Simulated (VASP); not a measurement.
# SiO2 (Cristobalite) (P4_12_12) in VASP: further runs, part 2 of 2

VASP 6.6.1.

### 3 Electric field gradients, r2SCAN

File POSCAR:

```
SiO2
1.0
    4.6820000000      0.0000000000      0.0000000000
    0.0000000000      4.6820000000      0.0000000000
    0.0000000000      0.0000000000      6.3110000000
Si O
4 8
Direct
    0.3336226887      0.3336226887      0.0000000000
    0.1663773113      0.8336226887      0.2500000000
    0.6663773113      0.6663773113      0.5000000000
    0.8336226887      0.1663773113      0.7500000000
    0.2241128127      0.1711270443      0.2124356587
    0.3288729557      0.7241128127      0.4624356587
    0.7758871873      0.8288729557      0.7124356587
    0.6711270443      0.2758871873      0.9624356587
    0.7241128127      0.3288729557      0.5375643413
    0.8288729557      0.7758871873      0.2875643413
    0.2758871873      0.6711270443      0.0375643413
    0.1711270443      0.2241128127      0.7875643413
```

File INCAR.step1:

```
ALGO     = Normal         # electronic algorithm
EDIFF    = 1E-4           # SCF threshold, eV
ENCUT    = 520            # plane-wave cutoff, eV
GGA      = PE             # functional
ISMEAR   = -1             # smearing method
LASPH    = True           # aspherical terms in the spheres
LCHARG   = False          # write CHGCAR
LREAL    = False          # projectors in reciprocal space
LWAVE    = True           # write WAVECAR
NBANDS   = 44             # bands
NELM     = 80             # most SCF steps
PREC     = Accurate       # precision mode
SIGMA    = 0.02           # smearing width, eV
```

File INCAR.step2:

```
ALGO     = Normal         # electronic algorithm
EDIFF    = 1E-8           # SCF threshold, eV
ENCUT    = 520            # plane-wave cutoff, eV
ISIF     = 2              # what is computed and relaxed
ISMEAR   = -1             # smearing method
ISTART   = 1            
LASPH    = True           # aspherical terms in the spheres
LCHARG   = False          # write CHGCAR
LEFG     = True         
LMIXTAU  = True         
LREAL    = False          # projectors in reciprocal space
LWAVE    = False          # write WAVECAR
METAGGA  = R2SCAN         # meta-GGA
NBANDS   = 44             # bands
NELM     = 80             # most SCF steps
PREC     = Accurate       # precision mode
SIGMA    = 0.02           # smearing width, eV
```

File KPOINTS:

```
k-points
0
Gamma
  5 5 4
```

Potentials or basis: VASP PAW PBE potentials, release 64 (Si, O).

Command:

```
> cat potpaw_PBE.64/Si/POTCAR potpaw_PBE.64/O/POTCAR > POTCAR
> cp INCAR.step1 INCAR
> mpirun -np 1 vasp_std > vasp.out
> cp INCAR.step2 INCAR
> mpirun -np 1 vasp_std > vasp.out
```

OUTCAR:

```text
EDIFF = 1E-8
   ENCUT = 520
   ISIF = 2
   ISMEAR = -1
   ISTART = 1
   LASPH = True
   LREAL = False
   METAGGA = R2SCAN
   NELM = 80
   PREC = Accurate

 ion  position               nearest neighbor table
   1  0.334  0.334  0.000-   8 1.62  11 1.62   5 1.62  12 1.62   2 2.93   4 2.93   2 2.93   4 2.93

   2  0.166  0.834  0.250-   5 1.62  10 1.62   6 1.62  11 1.62   1 2.93   3 2.93   1 2.93   3 2.93

   3  0.666  0.666  0.500-   6 1.62   9 1.62   7 1.62  10 1.62   2 2.93   4 2.93   4 2.93   2 2.93

   4  0.834  0.166  0.750-   7 1.62  12 1.62   9 1.62   8 1.62   1 2.93   3 2.93   3 2.93   1 2.93

   5  0.224  0.171  0.212-   2 1.62   1 1.62
   6  0.329  0.724  0.462-   3 1.62   2 1.62
   7  0.776  0.829  0.712-   4 1.62   3 1.62
   8  0.671  0.276  0.962-   1 1.62   4 1.62
   9  0.724  0.329  0.538-   3 1.62   4 1.62
  10  0.829  0.776  0.288-   2 1.62   3 1.62
  11  0.276  0.671  0.038-   1 1.62   2 1.62
  12  0.171  0.224  0.788-   4 1.62   1 1.62

  LATTYP: Found a simple tetragonal cell.
 ALAT       =     4.6820000000
 C/A-ratio  =     1.3479282358

  Lattice vectors:

 A1 = (   4.6820000000,   0.0000000000,   0.0000000000)
 A2 = (   0.0000000000,   4.6820000000,   0.0000000000)
 A3 = (   0.0000000000,   0.0000000000,   6.3110000000)

Analysis of symmetry for initial positions (statically):
=====================================================================
 Subroutine PRICEL returns:
 Original cell was already a primitive cell.

 Routine SETGRP: Setting up the symmetry group for a
 simple tetragonal supercell.

 Subroutine GETGRP returns: Found  8 space group operations
 (whereof  2 operations were pure point group operations)
 out of a pool of 16 trial point group operations.

The static configuration has the point symmetry C_2 .
[... 1054 lines left out ...]
      1.04930      0.80122      1.34068         0.059824     -0.210737     -0.301680
      1.53978      3.39030      2.91843         0.210737      0.059824     -0.301680
      3.63270      3.88078      4.49618        -0.059824      0.210737     -0.301680
      3.14222      1.29170      6.07393        -0.210737     -0.059824     -0.301680
      3.39030      1.53978      3.39257         0.059824      0.210737      0.301680
      3.88078      3.63270      1.81482         0.210737     -0.059824      0.301680
      1.29170      3.14222      0.23707        -0.059824     -0.210737      0.301680
      0.80122      1.04930      4.97032        -0.210737      0.059824      0.301680
 -----------------------------------------------------------------------------------
    total drift:                                0.000000     -0.000000      0.000000

  FREE ENERGIE OF THE ION-ELECTRON SYSTEM (eV)
  ---------------------------------------------------
  free  energy   TOTEN  =      -118.6003769339 eV

  energy  without entropy=     -118.6003769339  energy(sigma->0) =     -118.60037693

 Electric field gradients (V/A^2)
---------------------------------------------------------------------
 ion       V_xx      V_yy      V_zz      V_xy      V_xz      V_yz
---------------------------------------------------------------------
   1      -0.845    -0.845     1.690     2.933     4.580    -4.580
   2      -0.845    -0.845     1.690    -2.933     4.580     4.580
   3      -0.845    -0.845     1.690     2.933    -4.580     4.580
   4      -0.845    -0.845     1.690    -2.933    -4.580    -4.580
   5     -44.602    39.057     5.544    27.939   -22.713   -42.093
   6      39.057   -44.602     5.544   -27.939    42.093   -22.713
   7     -44.602    39.057     5.544    27.939    22.713    42.093
   8      39.057   -44.602     5.544   -27.939   -42.093    22.713
   9     -44.602    39.057     5.544   -27.939    22.713   -42.093
  10      39.057   -44.602     5.544    27.939   -42.093   -22.713
  11     -44.602    39.057     5.544   -27.939   -22.713    42.093
  12      39.057   -44.602     5.544    27.939    42.093    22.713
---------------------------------------------------------------------

 Electric field gradients after diagonalization (V/A^2)
 (convention: |V_zz| > |V_xx| > |V_yy|)
----------------------------------------------------------------------
 ion       V_xx      V_yy      V_zz     asymmetry (V_yy - V_xx)/ V_zz
----------------------------------------------------------------------
   1       5.986     2.088    -8.074       0.483
   2       5.986     2.088    -8.074       0.483
   3       5.986     2.088    -8.074       0.483
   4       5.986     2.088    -8.074       0.483
   5     -55.366   -22.736    78.102       0.418
   6     -55.366   -22.736    78.102       0.418
   7     -55.366   -22.736    78.102       0.418
   8     -55.366   -22.736    78.102       0.418
   9     -55.366   -22.736    78.102       0.418
  10     -55.366   -22.736    78.102       0.418
  11     -55.366   -22.736    78.102       0.418
  12     -55.366   -22.736    78.102       0.418
----------------------------------------------------------------------

           NMR quadrupolar parameters

 Cq : quadrupolar parameter    Cq=e*Q*V_zz/h
 eta: asymmetry parameters     (V_yy - V_xx)/ V_zz
 Q  : nuclear electric quadrupole moment in mb (millibarn)
----------------------------------------------------------------------
 ion       Cq(MHz)       eta       Q (mb)
----------------------------------------------------------------------
   1      -0.020       0.483       1.000
   2      -0.020       0.483       1.000
   3      -0.020       0.483       1.000
   4      -0.020       0.483       1.000
   5       0.189       0.418       1.000
   6       0.189       0.418       1.000
   7       0.189       0.418       1.000
   8       0.189       0.418       1.000
   9       0.189       0.418       1.000
  10       0.189       0.418       1.000
  11       0.189       0.418       1.000
  12       0.189       0.418       1.000
----------------------------------------------------------------------
```

OSZICAR.step1:

```text
N       E                     dE             d eps       ncg     rms          rms(c)
DAV:   1     0.361160624083E+03    0.36116E+03   -0.34327E+04  1584   0.137E+03
DAV:   2    -0.823779270333E+02   -0.44354E+03   -0.43112E+03  2008   0.313E+02
DAV:   3    -0.105669318909E+03   -0.23291E+02   -0.23181E+02  1992   0.747E+01
DAV:   4    -0.105934128498E+03   -0.26481E+00   -0.26437E+00  1952   0.889E+00
DAV:   5    -0.105938190806E+03   -0.40623E-02   -0.40595E-02  1984   0.107E+00    0.287E+01
DAV:   6    -0.939650559967E+02    0.11973E+02   -0.44360E+01  1888   0.315E+01    0.139E+01
DAV:   7    -0.940139405222E+02   -0.48885E-01   -0.15230E+00  1936   0.528E+00    0.502E+00
DAV:   8    -0.940162070542E+02   -0.22665E-02   -0.63694E-02  1912   0.168E+00    0.198E+00
DAV:   9    -0.940316087962E+02   -0.15402E-01   -0.30394E-02  1840   0.112E+00    0.341E-01
DAV:  10    -0.940330410233E+02   -0.14322E-02   -0.33995E-03  1952   0.280E-01    0.111E-01
DAV:  11    -0.940330611135E+02   -0.20090E-04   -0.64055E-04  1720   0.138E-01
   1 F= -.94033061E+02 E0= -.94033061E+02  d E =-.185343E-12
```

Run time: 6.7 min. Hardware: 1 thread of Intel Xeon Platinum 8375C at 2.90GHz (Ice Lake), shared host; peak memory 0.28 GiB.

What came out:

```yaml
Free_energy: -118.6004 eV
Pressure: 2.2 GPa
Largest_force: 0.373 eV/Å
Band_gap_on_the_k_mesh: 6.61 eV, direct
```

Forces in eV/Å, atoms in the order of the input:
```
Si   0.085  0.085  0.000
Si  -0.085  0.085  0.000
Si  -0.085 -0.085  0.000
Si   0.085 -0.085  0.000
O    0.060 -0.211 -0.302
O    0.211  0.060 -0.302
O   -0.060  0.211 -0.302
O   -0.211 -0.060 -0.302
O    0.060  0.211  0.302
O    0.211 -0.060  0.302
O   -0.060 -0.211  0.302
O   -0.211  0.060  0.302
```

Electric field gradients, principal values (V/Å²):
```csv
atom,least,middle,greatest (by size)
1 Si,2.088,5.986,-8.074
2 Si,2.088,5.986,-8.074
3 Si,2.088,5.986,-8.074
4 Si,2.088,5.986,-8.074
5 O,-22.736,-55.366,78.102
6 O,-22.736,-55.366,78.102
7 O,-22.736,-55.366,78.102
8 O,-22.736,-55.366,78.102
9 O,-22.736,-55.366,78.102
10 O,-22.736,-55.366,78.102
11 O,-22.736,-55.366,78.102
12 O,-22.736,-55.366,78.102
```

Caveat: without QUAD_EFG the Cq values of the log hold for a quadrupole moment of 1 mb, not for the nuclei; the PAW data sets were made with another functional, which shifts forces and pressure a little.
